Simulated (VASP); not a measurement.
A run of VASP 6.6.1 is set up as follows.

The input POSCAR:

```
Te2Mo
1.0
    3.5308065604      0.0000000000      0.0000000000
   -1.7654032802      3.0577681772      0.0000000000
    0.0000000000      0.0000000000     14.0171099929
Te Mo
4 2
Direct
    0.6666666667      0.3333333333      0.3779741277
    0.3333333333      0.6666666667      0.8779741277
    0.6666666667      0.3333333333      0.1220258723
    0.3333333333      0.6666666667      0.6220258723
    0.6666666667      0.3333333333      0.7500000000
    0.3333333333      0.6666666667      0.2500000000
```

File INCAR.step1:

```
PREC     = Accurate       # precision mode
ENCUT    = 520            # plane-wave cutoff, eV
ISMEAR   = -1             # smearing method
SIGMA    = 0.05           # smearing width, eV
LREAL    = F              # projectors in reciprocal space
LASPH    = T              # aspherical terms in the spheres
NELM     = 60             # most SCF steps
NBANDS   = 35             # bands
GGA      = PE             # functional
ALGO     = Normal         # electronic algorithm
EDIFF    = 1E-4           # SCF threshold, eV
LWAVE    = T              # write WAVECAR
LCHARG   = F              # write CHGCAR
```

Contents of INCAR.step2:

```
PREC     = Accurate       # precision mode
ENCUT    = 520            # plane-wave cutoff, eV
EDIFF    = 1E-6           # SCF threshold, eV
ISMEAR   = -1             # smearing method
SIGMA    = 0.05           # smearing width, eV
LREAL    = F              # projectors in reciprocal space
LASPH    = T              # aspherical terms in the spheres
NELM     = 60             # most SCF steps
ALGO     = Normal         # electronic algorithm
ISIF     = 2              # what is computed and relaxed
LWAVE    = F              # write WAVECAR
LCHARG   = T              # write CHGCAR
METAGGA  = R2SCAN         # meta-GGA
LMIXTAU  = T            
LELF     = T              # ELF
LVHAR    = T            
NBANDS   = 35             # bands
ISTART   = 1
```

The input KPOINTS:

```
regular mesh
0
Gamma
  9 9 2
```

Potentials or basis: VASP PAW PBE potentials, release 64 (Te, Mo_sv).

Run with:

```bash
$ cat potpaw_PBE.64/Te/POTCAR potpaw_PBE.64/Mo_sv/POTCAR > POTCAR
$ cp INCAR.step1 INCAR
$ mpirun -np 1 vasp_std > vasp.out
$ cp INCAR.step2 INCAR
$ mpirun -np 1 vasp_std > vasp.out
```

Question: What does it give for the band gap on the k mesh?

Answer: 0.90 eV (least direct gap 1.10 eV).

Question: Estimate the largest force.

Answer: 0.028 eV/Å.

Forces in eV/Å, atoms in the order of the input:
```
Te   0.000  0.000  0.028
Te   0.000  0.000  0.028
Te   0.000  0.000 -0.028
Te   0.000  0.000 -0.028
Mo   0.000  0.000  0.000
Mo   0.000  0.000  0.000
```

Caveat: the PAW data sets were made with another functional, which shifts forces and pressure a little; spin-orbit coupling is left out, which moves the levels of the heavy elements. A k mesh can miss the band edges.
